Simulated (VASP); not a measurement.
# B4SbN3 (Pmmm) in VASP: single point with PBE

Aim: the single point of B4SbN3 with PBE.

Everything below comes from runs of VASP 6.6.1. Logs are shortened: lines on timing, memory, paths and dates and some standing lists are left out, and cuts for length are marked.

## Step 1: The cell of the first run

The structure is orthorhombic, space group Pmmm (No. 47). The conventional cell has a = 2.952 Å, b = 2.972 Å, c = 7.988 Å, α = 90.00°, β = 90.00°, γ = 90.00°. N (site symmetry mm2) has 6 B at 2.21 to 2.24 Å and 4 Sb at 2.58 Å and 7 N at 2.90 to 3.00 Å within 3.1 Å. Within 3.0 Å of N (site symmetry mmm) lie 12 B at 2.25 to 2.26 Å and 8 N at 2.90 to 2.97 Å. Sb (site symmetry mmm) has 2 B at 2.30 Å and 8 N at 2.58 Å and 4 Sb at 2.95 to 2.97 Å within 3.0 Å. B (site symmetry mm2) has 2 B at 1.71 Å and 6 N at 2.24 to 2.25 Å and 1 Sb at 2.30 Å within 2.4 Å. B (site symmetry mm2) has 3 B at 1.69 to 1.71 Å and 6 N at 2.21 to 2.26 Å within 2.3 Å.

## Step 2: Single point, PBE

File INCAR:

```
  PREC = Accurate
  ENCUT = 600
  EDIFF = 1E-6
  ISMEAR = -1
  SIGMA = 0.1497
  LREAL = F
  LASPH = T
  NELM = 120
  ALGO = Normal
  ISIF = 2
  LWAVE = F
  LCHARG = F
  GGA = PE
  NBANDS = 31
  GGA_COMPAT = F
```

File KPOINTS:

```
regular mesh
0
Gamma
  10 4 10
```

File POSCAR:

```
B4SbN3
1.0
    2.9718220000      0.0000000000      0.0000000000
    0.0000000000      7.9880180000      0.0000000000
    0.0000000000      0.0000000000      2.9518770000
N Sb B
3 1 4
Direct
    0.0000000000      0.3120000000      0.0000000000
    0.0000000000      0.6880000000      0.0000000000
    0.5000000000      0.0000000000      0.0000000000
    0.5000000000      0.5000000000      0.5000000000
    0.5000000000      0.2120000000      0.5000000000
    0.5000000000      0.7880000000      0.5000000000
    0.0000000000      0.1060000000      0.5000000000
    0.0000000000      0.8940000000      0.5000000000
```

Potentials or basis: VASP PAW PBE potentials, release 64 (N, Sb_d_GW, B).

Command:

```
cat potpaw_PBE.64/N/POTCAR potpaw_PBE.64/Sb_d_GW/POTCAR potpaw_PBE.64/B/POTCAR > POTCAR
mpirun -np 1 vasp_std > vasp.out
```

OUTCAR:

```text
PREC = Accurate
   ENCUT = 600
   EDIFF = 1E-6
   ISMEAR = -1
   LREAL = F
   LASPH = T
   NELM = 120
   ISIF = 2
   GGA = PE

 ion  position               nearest neighbor table
   1  0.000  0.312  0.000-   4 2.58   4 2.58   4 2.58   4 2.58
   2  0.000  0.688  0.000-   4 2.58   4 2.58   4 2.58   4 2.58
   3  0.500  0.000  0.000-
   4  0.500  0.500  0.500-   5 2.30   6 2.30   1 2.58   2 2.58   1 2.58   2 2.58   1 2.58   2 2.58
                             1 2.58   2 2.58
   5  0.500  0.212  0.500-   7 1.71   7 1.71   4 2.30
   6  0.500  0.788  0.500-   8 1.71   8 1.71   4 2.30
   7  0.000  0.106  0.500-   8 1.69   5 1.71   5 1.71
   8  0.000  0.894  0.500-   7 1.69   6 1.71   6 1.71

  LATTYP: Found a simple orthorhombic cell.
 ALAT       =     2.9518770000
 B/A-ratio  =     1.0067567178
 C/A-ratio  =     2.7060809106

  Lattice vectors:

 A1 = (   0.0000000000,   0.0000000000,   2.9518770000)
 A2 = (   2.9718220000,   0.0000000000,   0.0000000000)
 A3 = (   0.0000000000,   7.9880180000,   0.0000000000)

Analysis of symmetry for initial positions (statically):
=====================================================================
 Subroutine PRICEL returns:
 Original cell was already a primitive cell.

 Routine SETGRP: Setting up the symmetry group for a
 simple orthorhombic supercell.

 Subroutine GETGRP returns: Found  8 space group operations
 (whereof  8 operations were pure point group operations)
 out of a pool of  8 trial point group operations.

The static configuration has the point symmetry D_2h.

Analysis of symmetry for dynamics (positions and initial velocities):
=====================================================================
 Subroutine PRICEL returns:
 Original cell was already a primitive cell.

 Routine SETGRP: Setting up the symmetry group for a
 simple orthorhombic supercell.

 Subroutine GETGRP returns: Found  8 space group operations
 (whereof  8 operations were pure point group operations)
 out of a pool of  8 trial point group operations.

The dynamic configuration has the point symmetry D_2h.

 Subroutine INISYM returns: Found  8 space group operations
 (whereof  8 operations are pure point group operations),
 and found     1 'primitive' translations

----------------------------------------------------------------------------------------

                                     Primitive cell

[... 101 lines left out ...]
   NELM   =    120;   NELMIN=  2; NELMDL= -5     # of ELM steps
   EDIFF  = 0.1E-05   stopping-criterion for ELM
   LREAL  =      F    real-space projection
   EDIFFG = 0.1E-04   stopping-criterion for IOM
   NSW    =      0    number of steps for IOM
   IBRION =     -1    ionic relax: 0-MD 1-quasi-New 2-CG
   NFREE  =      0    steps in history (QN), initial steepest desc. (CG)
   ISIF   =      2    stress and relaxation
   ISYM   =      2    0-nonsym 1-usesym 2-fastsym
   POTIM  = 0.5000    time-step for ionic-motion
   TEBEG  =    0.0;   TEEND  =   0.0 temperature during run
   PSTRESS=    0.0 pullay stress
   NELECT =      42.0000    total number of electrons
   NUPDOWN=      -1.0000    fix difference up-down
   EMIN   =  10.00;   EMAX   =-10.00  energy-range for DOS
   EFERMI =   0.00;   METHOD = LEGACY
   ISMEAR =    -1;   SIGMA  =   0.15  broadening in eV -4-tet -1-fermi 0-gaus
   EFERMI_NEDOS =   21; number of points for ismear=-14 and -15
   IALGO  =     38    algorithm
   IMIX   =      4    mixing-type and parameters
     AMIX     =   0.40;   BMIX     =  1.00
     AMIX_MAG =   1.60;   BMIX_MAG =  1.00
  volume/ion in A,a.u.               =       8.76        59.11
  Fermi-wavevector in a.u.,A,eV,Ry     =   1.380293  2.608375 25.921933  1.905208
  Thomas-Fermi vector in A             =   2.505183
   LORBIT       =      0    0 simple, 1 ext, 2 COOP (PROOUT), +10 PAW based schemes
   GGA     = PE    functional components
   LHFCALC =     F    Hartree Fock is set to
   AEXX    =    0.0000 exact exchange contribution
   IVDW    =     0    specifies the selected vdW correction
   LEPSILON=     F    determine dielectric tensor
   LRPA    =     F    only Hartree local field effects (RPA)
 non-spin polarized calculation
  energy-cutoff  :      600.00
  volume of cell :       70.07
 maximum number of plane-waves:      2372
 NGX is ok and might be reduce to    24
   NGX = 11   NGY = 31   NGZ = 11

 number of electron      41.9999992 magnetization

 Free energy of the ion-electron system (eV)
  ---------------------------------------------------
  ext. energy  EPLUGINS =         0.00000000
  ---------------------------------------------------
  free energy    TOTEN  =       -40.46360211 eV

  energy without entropy =      -40.23714105  energy(sigma->0) =      -40.35037158

 E-fermi :   7.4467     XC(G=0): -12.2576

 val. band max:        7.4460759314   @ k =   0.1000   0.5000   0.3000
 cond. band min:       7.4592684340   @ k =   0.3000   0.2500   0.0000
 fundamental gap:      0.0131925026
 Fermi energy:         7.4467023521

 k-point     1 :       0.0000    0.0000    0.0000
  band No.  band energies     occupation
      1     -22.5649      2.00000
      2     -22.3916      2.00000
      3     -22.2542      2.00000
      4     -22.2383      2.00000
      5     -22.2257      2.00000
      6     -10.4710      2.00000
[... 805 lines left out ...]
     30      13.7182      0.00000
     31      14.5380      0.00000

 [... further k-points ...]
[... 5 lines left out ...]
  --------------------------------------------------------------------------------------
  -------------------------------------------------------------------------------------
  Total        2.8766147      5.2727440      1.9933966      0.0000000      0.0000000      0.0000000
  in kB       65.7706586    120.5555440     45.5768409      0.0000000      0.0000000      0.0000000
  external PRESSURE =      77.3010145 kB  Pullay stress =       0.0000000 kB

 VOLUME and BASIS-vectors are now :
 -----------------------------------------------------------------------------
  energy-cutoff  :      600.00
  volume of cell :       70.07
      direct lattice vectors                 reciprocal lattice vectors
     2.971822000  0.000000000  0.000000000     0.336493908  0.000000000  0.000000000
     0.000000000  7.988018000  0.000000000     0.000000000  0.125187500  0.000000000
     0.000000000  0.000000000  2.951877000     0.000000000  0.000000000  0.338767503

 POSITION                                       TOTAL-FORCE (eV/Angst)
 -----------------------------------------------------------------------------------
      0.00000      2.49226      0.00000        -0.000000     -0.883831      0.000000
      0.00000      5.49576      0.00000        -0.000000      0.883831      0.000000
      1.48591      0.00000      0.00000        -0.000000      0.000000      0.000000
      1.48591      3.99401      1.47594        -0.000000      0.000000      0.000000
      1.48591      1.69346      1.47594        -0.000000     -1.130676      0.000000
      1.48591      6.29456      1.47594        -0.000000      1.130676      0.000000
      0.00000      0.84673      1.47594        -0.000000      0.984151     -0.000000
      0.00000      7.14129      1.47594         0.000000     -0.984151      0.000000
 -----------------------------------------------------------------------------------
    total drift:                                0.000000     -0.000000     -0.000000

  FREE ENERGIE OF THE ION-ELECTRON SYSTEM (eV)
  ---------------------------------------------------
  free  energy   TOTEN  =       -40.4636021137 eV

  energy  without entropy=      -40.2371410526  energy(sigma->0) =      -40.35037158
```

It took 1.8 min on 1 thread of Intel Xeon 6975P-C (Granite Rapids), shared host; peak memory 0.41 GiB.

What came out:

| Quantity | Value |
| --- | --- |
| Free energy | -40.4636 eV |
| Pressure | 7.7 GPa |
| Largest force | 1.131 eV/Å |
| Band gap on the k mesh | zero (bands 21 and 22 overlap by 2.90 eV) |

Forces on the atoms (eV/Å):
```
N    0.000 -0.884  0.000
N    0.000  0.884  0.000
N    0.000  0.000  0.000
Sb   0.000  0.000  0.000
B    0.000 -1.131  0.000
B    0.000  1.131  0.000
B    0.000  0.984  0.000
B    0.000 -0.984  0.000
```

Caveat: the cell stands under pressure; spin-orbit coupling is left out, which moves the levels of the heavy elements; forces of over 1 eV/Å act on the atoms, so gaps and moduli don't describe the material at rest.
